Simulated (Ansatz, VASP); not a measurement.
**One calculation of KF, two programs**

INCAR

```
  PREC = Accurate
  ENCUT = 600
  EDIFF = 1E-6
  ISMEAR = 0
  SIGMA = 0.1
  LREAL = False
  LASPH = True
  NELM = 200
  ALGO = Normal
  ISIF = 2
  LWAVE = False
  LCHARG = False
  LDAU = True
  LDAUTYPE = 2
  LDAUL = -1 1
  LDAUU = 0 1.7
  LDAUJ = 0 0
  LDAUPRINT = 1
  GGA = PE
  NBANDS = 15
  GGA_COMPAT = False
```

KPOINTS

```
Automatic mesh
0
Gamma
  2 2 2
```

POSCAR

```
KF
1.0
    3.2589550000      0.0000000000      0.0000000000
    0.0000000000      3.2589550000      0.0000000000
    0.0000000000      0.0000000000      3.2589550000
K F
1 1
Direct
    0.0183554895     -0.0597856008     -0.0041215587
    0.5552219688      0.4489853325      0.5312716131
```

Input for Ansatz:

```yaml
crystal:
  lattice:
    - [3.258955, 0.0, 0.0]
    - [0.0, 3.258955, 0.0]
    - [0.0, 0.0, 3.258955]
  atoms:
    - { symbol: K, position: [0.0183554895, -0.0597856008, -0.0041215587] }
    - { symbol: F, position: [0.5552219688, 0.4489853325, 0.5312716131] }
basis:
  ecutwfc: 420
  precision: f64
kpoints:
  mp_grid: { grid: [2, 2, 2] }
hamiltonian:
  xc: pbe
  hubbard:
    sites: [{ species: F, l: p, u_eff: 1.7 }]
    projectors: ortho-atomic
scf:
  occupations: { method: gaussian, width: 0.1 }
output:
  forces: true
  stress: true
  eigenvalues: true
```

Alike in both runs: task single point; functional PBE; k mesh 2 × 2 × 2; occupations gaussian, width 0.1 eV; no spin polarisation; Hubbard terms F p U = 1.7 eV.

|  | VASP | Ansatz |
| --- | --- | --- |
| version | VASP 6.6.1 | Ansatz 0.2.0 |
| potentials or method | VASP PAW PBE potentials, release 64 (K_sv, F), cutoff 600 eV | scalar-relativistic, plane waves, PAW |
| valence electrons in the cell | 16 | 16 |

```tsv
	VASP	Ansatz	Ansatz less VASP
gap on the k mesh at the Fermi level (eV)	6.37	6.90	+0.526
least direct gap on the mesh (eV)	6.42	6.94	+0.522
pressure (GPa)	1.0	1.2	+0.16
traceless stress, the component that is largest in VASP (GPa)	0.33	0.32	-0.003
rms of the force components (eV/Å)	0.057	0.053	-0.0045
```

The programs project onto different local orbitals, so the same U acts differently, and such runs can settle in different states. Atom by atom the forces differ by 0.004 eV/Å (rms over components).

The k mesh is coarse, so the values compare programs but aren't converged.
